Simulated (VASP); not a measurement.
A run of VASP 6.6.1 is set up as follows.

The input INCAR:

```
SYSTEM = AlN
PREC = Accurate
ENCUT = 600
EDIFF = 1E-6
ISMEAR = 0
SIGMA = 0.05
LREAL = .FALSE.
LASPH = .TRUE.
NELM = 120
ALGO = Normal
ISIF = 2
LWAVE = .FALSE.
LCHARG = .TRUE.
GGA = PE
LELF = .TRUE.
LVHAR = .TRUE.
NBANDS = 11
GGA_COMPAT = .FALSE.
```

Contents of KPOINTS:

```
Automatic mesh
0
G
  10 10 10
  0 0 0
```

File POSCAR:

```
AlN
1.0
    0.0000000000      2.2015871043      2.2015871043
    2.2015871043      0.0000000000      2.2015871043
    2.2015871043      2.2015871043      0.0000000000
Al N
1 1
Direct
    0.0147374575     -0.0147374575     -0.0147374575
    0.7216113889      0.7783886111      0.7783886111
```

Potentials or basis: VASP PAW PBE potentials, release 64 (Al, N).

The run is started by

```sh
$ cat potpaw_PBE.64/Al/POTCAR potpaw_PBE.64/N/POTCAR > POTCAR
$ mpirun -np 1 vasp_std > vasp.out
```

Question: Estimate the pressure.

Answer: 3.7 GPa.

Question: Estimate the band gap on the k mesh.

Answer: 2.83 eV, indirect (least direct gap 3.46 eV).

Stress tensor (GPa, compression positive):
```
-0.48  0.00  0.00
 0.00  5.82 12.08
 0.00 12.08  5.82
```

Caveat: forces of over 1 eV/Å act on the atoms, so gaps and moduli don't describe the material at rest. A k mesh can miss the band edges.
